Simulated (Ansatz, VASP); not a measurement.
# Ni in VASP and in Ansatz

INCAR

```
SYSTEM = Ni
AGGAC = 1.0
AGGAX = 1.0
ALDAC = 0.0
ALDAX = 1.0
ALGO = Normal
EDIFF = 1E-7
EDIFFG = -0.01
ENCUT = 600
GGA = B5
IBRION = 2
ISIF = 3
ISMEAR = -1
ISPIN = 2
IVDW = 12
LASPH = .TRUE.
LCHARG = .FALSE.
LMAXMIX = 4
LORBIT = 11
LREAL = .FALSE.
LWAVE = .FALSE.
MAGMOM = 1
NELM = 150
NSW = 60
PREC = Accurate
SIGMA = 0.05
VDW_A1 = 0.4298
VDW_A2 = 4.2359
VDW_S6 = 1.0
VDW_S8 = 2.6996
```

Contents of KPOINTS:

```
k-points
0
G
  13 13 13
  0 0 0
```

The input POSCAR:

```
Ni
1.0
   -1.3837154700      1.3837154700      1.3837154700
    1.3837154700     -1.3837154700      1.3837154700
    1.3837154700      1.3837154700     -1.3837154700
Ni
1
Direct
    0.0000000000      0.0000000000      0.0000000000
```

The input input.yaml:

```yaml
crystal:
  lattice:
    - [-1.38371547, 1.38371547, 1.38371547]
    - [1.38371547, -1.38371547, 1.38371547]
    - [1.38371547, 1.38371547, -1.38371547]
  atoms:
    - { symbol: Ni, position: [0.0, 0.0, 0.0], spin: 1.0 }
hamiltonian:
  xc: blyp
  pseudopotentials: { kind: paw }
  dispersion: d3bj
magnetization:
  spin_polarized: true
kpoints:
  mp_grid: { grid: [13, 13, 13] }
scf:
  occupations: { method: fermi_dirac, width: 0.05 }
output:
  forces: true
  stress: true
  eigenvalues: true
relax:
  f_tol: 0.01
  max_steps: 40
  cell: { stress_tol: 0.05 }
```

Alike in both runs: task relaxation of cell and atoms; functional BLYP; dispersion D3(BJ); k mesh 13 × 13 × 13; occupations fermi-dirac, width 0.05 eV; collinear spin.

```csv
,VASP,Ansatz
version,VASP 6.6.1,Ansatz 0.2.0
potentials or method,"VASP PAW PBE potentials, release 64 (Ni)",Ansatz PAW
plane-wave cutoff (eV),600,420
valence electrons in the cell,10,18
```

Ansatz gave:

- gap on the k mesh at the Fermi level, each at its own relaxed structure (eV): none
- net moment per atom (μB): 0.55
- size of the moment on the site where the two differ most (μB): 0.58
- relaxed volume (Å³/atom): 10.65
- relaxed cell length with the largest relative difference (Å): 2.400

Problem. Which values does VASP return?

Solution. gap on the k mesh at the Fermi level, each at its own relaxed structure (eV): none; net moment per atom (μB): 0.53; size of the moment on the site where the two differ most (μB): 0.54; relaxed volume (Å³/atom): 10.63; relaxed cell length with the largest relative difference (Å): 2.399.

VASP's potentials were made for PBE, not for BLYP. Site moments also hang on the region over which each program counts them. A gap of «none» marks a metal or a gap that the smearing closes. VASP's potentials hold 10 valence electrons a cell and Ansatz's 18, so a difference there can come from the potentials and not from the codes.

Noted on Ansatz's run: the plane-wave basis is chosen anew once the cell has moved, so the energies of steps on either side of that aren't comparable.
